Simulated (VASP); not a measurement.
# InSb3 (Pm-3m) in VASP: relaxation of cell and atoms with r2SCAN

Aim: the relaxation of cell and atoms of InSb3 with r2SCAN.

Everything below comes from runs of VASP 6.6.1. Logs are shortened: lines on timing, memory, paths and dates and some standing lists are left out, and cuts for length are marked.

**1. The cell of the first run**

Symmetry: Pm-3m, No. 221, cubic system. The conventional cell has a = 4.806 Å, b = 4.806 Å, c = 4.806 Å, α = 90.00°, β = 90.00°, γ = 90.00°. In (site symmetry m-3m) has 12 Sb at 3.40 Å within 4.5 Å. Within 4.5 Å of Sb (site symmetry 4/mmm) lie 4 In at 3.40 Å and 8 Sb at 3.40 Å.

**2. Relaxation of cell and atoms, r2SCAN**

Input file POSCAR:

```
InSb3
1.0
    4.8063670000      0.0000000000      0.0000000000
    0.0000000000      4.8063670000      0.0000000000
    0.0000000000      0.0000000000      4.8063670000
In Sb
1 3
Direct
    0.0000000000      0.0000000000      0.0000000000
    0.5000000000      0.0000000000      0.5000000000
    0.0000000000      0.5000000000      0.5000000000
    0.5000000000      0.5000000000      0.0000000000
```

Input file INCAR.step1:

```
SYSTEM = InSb3
PREC = Accurate ; ENCUT = 600
ISMEAR = 1 ; SIGMA = 0.05
LREAL = .FALSE. ; LASPH = .TRUE.
NELM = 100 ; GGA = PE
ALGO = Normal ; EDIFF = 1E-4
LWAVE = .TRUE. ; LCHARG = .FALSE.
```

Input file INCAR.step2:

```
SYSTEM = InSb3
PREC = Accurate ; ENCUT = 600
EDIFF = 1E-6 ; ISMEAR = 1
SIGMA = 0.05 ; LREAL = .FALSE.
LASPH = .TRUE. ; NELM = 100
ALGO = Normal ; ISIF = 3
LWAVE = .FALSE. ; LCHARG = .FALSE.
METAGGA = R2SCAN ; LMIXTAU = .TRUE.
IBRION = 2 ; NSW = 80
EDIFFG = -0.03 ; ISTART = 1
```

Input file KPOINTS:

```
regular mesh
0
G
  4 4 4
  0 0 0
```

Potentials or basis: VASP PAW PBE potentials, release 64 (In_d, Sb).

Started as:

```console
> cat potpaw_PBE.64/In_d/POTCAR potpaw_PBE.64/Sb/POTCAR > POTCAR
> cp INCAR.step1 INCAR
> mpirun -np 1 vasp_std > vasp.out
> cp INCAR.step2 INCAR
> mpirun -np 1 vasp_std > vasp.out
```

OUTCAR:

```text
SYSTEM = InSb3
   PREC = Accurate
   ENCUT = 600
   EDIFF = 1E-6
   ISMEAR = 1
   LREAL = .FALSE.
   LASPH = .TRUE.
   NELM = 100
   ISIF = 3
   METAGGA = R2SCAN
   IBRION = 2
   NSW = 80
   EDIFFG = -0.03
   ISTART = 1

 ion  position               nearest neighbor table
   1  0.000  0.000  0.000-   2 3.40   3 3.40   4 3.40   2 3.40   3 3.40   3 3.40   4 3.40   3 3.40
                             2 3.40   4 3.40   2 3.40   4 3.40
   2  0.500  0.000  0.500-   1 3.40   3 3.40   4 3.40   1 3.40   4 3.40   3 3.40   4 3.40   4 3.40
                             1 3.40   3 3.40   1 3.40   3 3.40
   3  0.000  0.500  0.500-   1 3.40   2 3.40   4 3.40   1 3.40   4 3.40   1 3.40   2 3.40   1 3.40
                             2 3.40   4 3.40   4 3.40   2 3.40
   4  0.500  0.500  0.000-   1 3.40   2 3.40   3 3.40   2 3.40   3 3.40   1 3.40   2 3.40   2 3.40
                             1 3.40   3 3.40   3 3.40   1 3.40

  LATTYP: Found a simple cubic cell.
 ALAT       =     4.8063670000

  Lattice vectors:

 A1 = (   4.8063670000,   0.0000000000,   0.0000000000)
 A2 = (   0.0000000000,   4.8063670000,   0.0000000000)
 A3 = (   0.0000000000,   0.0000000000,   4.8063670000)

Analysis of symmetry for initial positions (statically):
=====================================================================
 Subroutine PRICEL returns:
 Original cell was already a primitive cell.

 Routine SETGRP: Setting up the symmetry group for a
 simple cubic supercell.

 Subroutine GETGRP returns: Found 48 space group operations
 (whereof 48 operations were pure point group operations)
 out of a pool of 48 trial point group operations.

The static configuration has the point symmetry O_h .

Analysis of symmetry for dynamics (positions and initial velocities):
=====================================================================
 Subroutine PRICEL returns:
 Original cell was already a primitive cell.

 Routine SETGRP: Setting up the symmetry group for a
 simple cubic supercell.

 Subroutine GETGRP returns: Found 48 space group operations
 (whereof 48 operations were pure point group operations)
 out of a pool of 48 trial point group operations.

The dynamic configuration has the point symmetry O_h .

[... 146 lines left out ...]
  in kB       -3.0295943     -3.0295943     -3.0295943     -0.0000000      0.0000000     -0.0000000
  external PRESSURE =      -3.0295943 kB  Pullay stress =       0.0000000 kB

 VOLUME and BASIS-vectors are now :
 -----------------------------------------------------------------------------
  energy-cutoff  :      600.00
  volume of cell :      111.03
      direct lattice vectors                 reciprocal lattice vectors
     4.806367000  0.000000000  0.000000000     0.208057354  0.000000000  0.000000000
     0.000000000  4.806367000  0.000000000     0.000000000  0.208057354  0.000000000
     0.000000000  0.000000000  4.806367000     0.000000000  0.000000000  0.208057354

 POSITION                                       TOTAL-FORCE (eV/Angst)
 -----------------------------------------------------------------------------------
      0.00000      0.00000      0.00000         0.000000      0.000000      0.000000
      2.40318      0.00000      2.40318         0.000000      0.000000      0.000000
      0.00000      2.40318      2.40318         0.000000      0.000000      0.000000
      2.40318      2.40318      0.00000         0.000000      0.000000      0.000000
 -----------------------------------------------------------------------------------
    total drift:                               -0.000000     -0.000000     -0.000000

  FREE ENERGIE OF THE ION-ELECTRON SYSTEM (eV)
  ---------------------------------------------------
  free  energy   TOTEN  =       -98.5382794349 eV

  energy  without entropy=      -98.5346404771  energy(sigma->0) =      -98.53706645

--------------------------------------- Ionic step        2  -------------------------------------------

 number of electron      28.0000003 magnetization

 Free energy of the ion-electron system (eV)
  ---------------------------------------------------
  ext. energy  EPLUGINS =         0.00000000
  ---------------------------------------------------
  free energy    TOTEN  =       -98.53884033 eV

  energy without entropy =      -98.53502197  energy(sigma->0) =      -98.53756755

 E-fermi :   7.6498     XC(G=0): -10.6974

 val. band max:        7.6372224455   @ k =   0.5000   0.2500   0.2500
 cond. band min:       8.0422126214   @ k =   0.2500   0.2500   0.2500
 fundamental gap:      0.4049901758
 Fermi energy:         7.6498476819

 k-point     1 :       0.0000    0.0000    0.0000
  band No.  band energies     occupation
      1      -7.3748      2.00000
      2      -7.3748      2.00000
      3      -7.3591      2.00000
      4      -7.3591      2.00000
      5      -7.3591      2.00000
      6      -4.9365      2.00000
[... 187 lines left out ...]
      5      -7.3417      2.00000
      6      -1.4829      2.00000
[... 10 lines left out ...]
     17      11.6811      0.00000
     18      11.6811      0.00000

------------------------ aborting loop because EDIFF is reached ----------------------------------------

  FORCE on cell =-STRESS in cart. coord.  units (eV):
  Direction    XX          YY          ZZ          XY          YZ          ZX
  --------------------------------------------------------------------------------------
  -------------------------------------------------------------------------------------
  Total        0.0722065      0.0722065      0.0722065      0.0000000      0.0000000     -0.0000000
  in kB        1.0498796      1.0498796      1.0498796      0.0000000      0.0000000     -0.0000000
  external PRESSURE =       1.0498796 kB  Pullay stress =       0.0000000 kB

 VOLUME and BASIS-vectors are now :
 -----------------------------------------------------------------------------
  energy-cutoff  :      600.00
  volume of cell :      110.19
      direct lattice vectors                 reciprocal lattice vectors
     4.794196377 -0.000000000 -0.000000000     0.208585532  0.000000000  0.000000000
    -0.000000000  4.794196377 -0.000000000     0.000000000  0.208585532 -0.000000000
    -0.000000000  0.000000000  4.794196377     0.000000000  0.000000000  0.208585532

 POSITION                                       TOTAL-FORCE (eV/Angst)
 -----------------------------------------------------------------------------------
      0.00000      0.00000      0.00000         0.000000     -0.000000      0.000000
      2.39710      0.00000      2.39710        -0.000000      0.000000      0.000000
     -0.00000      2.39710      2.39710        -0.000000      0.000000      0.000000
      2.39710      2.39710     -0.00000        -0.000000      0.000000      0.000000
 -----------------------------------------------------------------------------------
    total drift:                               -0.000000     -0.000000     -0.000000

  FREE ENERGIE OF THE ION-ELECTRON SYSTEM (eV)
  ---------------------------------------------------
  free  energy   TOTEN  =       -98.5388403319 eV

  energy  without entropy=      -98.5350219718  energy(sigma->0) =      -98.53756755

 reached required accuracy - stopping structural energy minimisation
```

OSZICAR.step1:

```text
N       E                     dE             d eps       ncg     rms          rms(c)
DAV:   1     0.190533451261E+03    0.19053E+03   -0.12061E+04   360   0.159E+03
DAV:   2     0.206987489088E+01   -0.18846E+03   -0.18472E+03   384   0.337E+02
DAV:   3    -0.134648613747E+02   -0.15535E+02   -0.15181E+02   456   0.969E+01
DAV:   4    -0.142481923101E+02   -0.78333E+00   -0.77456E+00   430   0.202E+01
DAV:   5    -0.142827748813E+02   -0.34583E-01   -0.34521E-01   542   0.416E+00    0.339E+00
DAV:   6    -0.142508401436E+02    0.31935E-01   -0.58596E-02   456   0.339E+00    0.192E+00
DAV:   7    -0.142409664163E+02    0.98737E-02   -0.34942E-02   412   0.205E+00    0.172E-01
DAV:   8    -0.142406435537E+02    0.32286E-03   -0.31300E-03   424   0.791E-01    0.580E-02
DAV:   9    -0.142406661400E+02   -0.22586E-04   -0.13600E-04   250   0.110E-01
   1 F= -.14240666E+02 E0= -.14239928E+02  d E =-.221498E-02
```

Run time: 1.9 min. Hardware: 1 thread of AMD EPYC 9R14 (Zen 4), shared host; peak memory 0.24 GiB.

What came out:

| Item | Value |
| --- | --- |
| Free energy | -98.5388 eV |
| Relaxed volume | 27.55 Å³/atom |
| Relaxed cell | a = 4.794 Å, b = 4.794 Å, c = 4.794 Å, α = 90.00°, β = 90.00°, γ = 90.00° |
| Space group after relaxing (to 0.1 Å) | Pm-3m (No. 221) |
| Energy gained by relaxing | 0.1 meV/atom |
| Ionic steps | 2 |
| Pressure after relaxing | 0.1 GPa |
| Band gap on the k mesh | zero (bands 14 and 15 overlap by 4.96 eV) |

The path:
```tsv
step	energy change (eV)	largest force (eV/Å)	pressure (GPa)	volume (Å³)
1	0.0000	0.0000	-0.30	111.03
2	-0.0006	0.0000	0.10	110.19
```

Final structure:
```xyz
4
Lattice="4.7942 0.0000 0.0000 0.0000 4.7942 0.0000 0.0000 0.0000 4.7942" Properties=species:S:1:pos:R:3 pbc="T T T"
In    0.0000    0.0000    0.0000
Sb    2.3971    0.0000    2.3971
Sb    0.0000    2.3971    2.3971
Sb    2.3971    2.3971    0.0000
```

Levels at points of the mesh, in eV from the Fermi level:
| k point | band 10 | band 11 | band 12 | band 13 | band 14 | band 15 | band 16 | band 17 | band 18 |
| --- | --- | --- | --- | --- | --- | --- | --- | --- | --- |
| (0.00, 0.00, 0.00) | -4.39 | -4.39 | -3.35 | 0.65 | 0.65 | 0.65 | 2.08 | 2.08 | 2.08 |
| (0.50, 0.00, 0.00) | -2.93 | -2.93 | -2.04 | -2.04 | -0.93 | -0.59 | 2.41 | 2.51 | 2.51 |
| (0.50, 0.50, 0.00) | -2.30 | -1.39 | -1.39 | -1.26 | -1.01 | -1.01 | -0.19 | 1.37 | 3.69 |
| (0.50, 0.50, 0.50) | -5.06 | -5.06 | -5.06 | -4.70 | 3.95 | 3.95 | 4.03 | 4.03 | 4.03 |

Caveat: the PAW data sets were made with another functional, which shifts forces and pressure a little; spin-orbit coupling is left out, which moves the levels of the heavy elements.
